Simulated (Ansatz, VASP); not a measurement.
# Cu in VASP and in Ansatz

Contents of INCAR:

```
SYSTEM = Cu
  ALGO = Fast
  EDIFF = 1E-7
  ENCUT = 520
  ISIF = 2
  ISMEAR = 0
  LASPH = .True.
  LCHARG = .True.
  LELF = .True.
  LREAL = .False.
  LVHAR = .True.
  LWAVE = .False.
  NBANDS = 12
  NELM = 60
  PREC = Accurate
  SIGMA = 0.15
```

The input KPOINTS:

```
k-points
0
Gamma
  24 24 24
  0 0 0
```

File POSCAR:

```
Cu
1.0
   -1.3980532654      1.3980532654      1.4817966560
    1.3980532654     -1.3980532654      1.4817966560
    1.3980532654      1.3980532654     -1.4817966560
Cu
1
Direct
    0.0000000000      0.0000000000      0.0000000000
```

Input for Ansatz:

```yaml
crystal:
  lattice:
    - [-1.3980532654, 1.3980532654, 1.481796656]
    - [1.3980532654, -1.3980532654, 1.481796656]
    - [1.3980532654, 1.3980532654, -1.481796656]
  atoms:
    - { symbol: Cu, position: [0.0, 0.0, 0.0] }
basis:
  ecutwfc: 520.0
kpoints:
  mp_grid: { grid: [24, 24, 24] }
hamiltonian:
  xc: lda
  pseudopotentials: { kind: paw, azcp: { folder: soft_1 } }
scf:
  occupations: { method: gaussian, width: 0.15 }
output:
  forces: true
  stress: true
  eigenvalues: true
```

Alike in both runs: task single point; functional LDA; k mesh 24 × 24 × 24; occupations gaussian, width 0.15 eV; no spin polarisation.

|  | VASP | Ansatz |
| --- | --- | --- |
| version | VASP 6.6.1 | Ansatz 0.2.0 |
| potentials or method | VASP PAW LDA potentials, release 64 (Cu), cutoff 520 eV | scalar-relativistic, plane waves, PAW |
| valence electrons in the cell | 11 | 19 |

|  | VASP | Ansatz | Ansatz less VASP |
| --- | --- | --- | --- |
| gap on the k mesh at the Fermi level (eV) | none | none | - |
| pressure (GPa) | -8.5 | -9.4 | -0.93 |
| traceless stress, the component that is largest in VASP (GPa) | 0.75 | 0.74 | -0.007 |

Ansatz warns that its potentials were made for another functional, while VASP's fit it. LDA's correlation is that of Perdew and Zunger in VASP and of Perdew and Wang (1992) in Ansatz. A gap of «none» marks a metal or a gap that the smearing closes. VASP's potentials hold 11 valence electrons a cell and Ansatz's 19, so a difference there can come from the potentials and not from the codes.
